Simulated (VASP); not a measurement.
The system is CdSe.

```
Cd Se
1.0
     0.00000    3.00760    3.00760
     3.00760    0.00000    3.00760
     3.00760    3.00760    0.00000
Cd Se
1 1
Direct
  0.00000 0.00000 0.00000
  0.25000 0.25000 0.25000
```

This cell differs from its parent crystal: volume scaled by 0.94.

Base run:

| Quantity | Value |
| --- | --- |
| Program | VASP 6.6.1 |
| Functional | PBEsol |
| Dispersion | D3(BJ) |
| Potentials or basis | VASP PAW PBE potentials, release 64 (Cd, Se) |
| Cutoff | 520 eV |
| k mesh | 8 × 8 × 8 |
| Occupations | gaussian, width 0.1 eV |
| Spin | no spin polarisation |

Its results: band gap on the k mesh 0.55 eV, direct; pressure 0.5 GPa.

Problem. The run is repeated on the same cell with these changes: dispersion from D3(BJ) to none; occupations from gaussian, width 0.1 eV to fermi-dirac, width 0.05 eV. What comes out?

Solution. Band gap on the k mesh 0.55 eV, direct; pressure 2.2 GPa.

Caveats: the PAW data sets were made with another functional, which shifts forces and pressure a little; three body term missing (some runs).

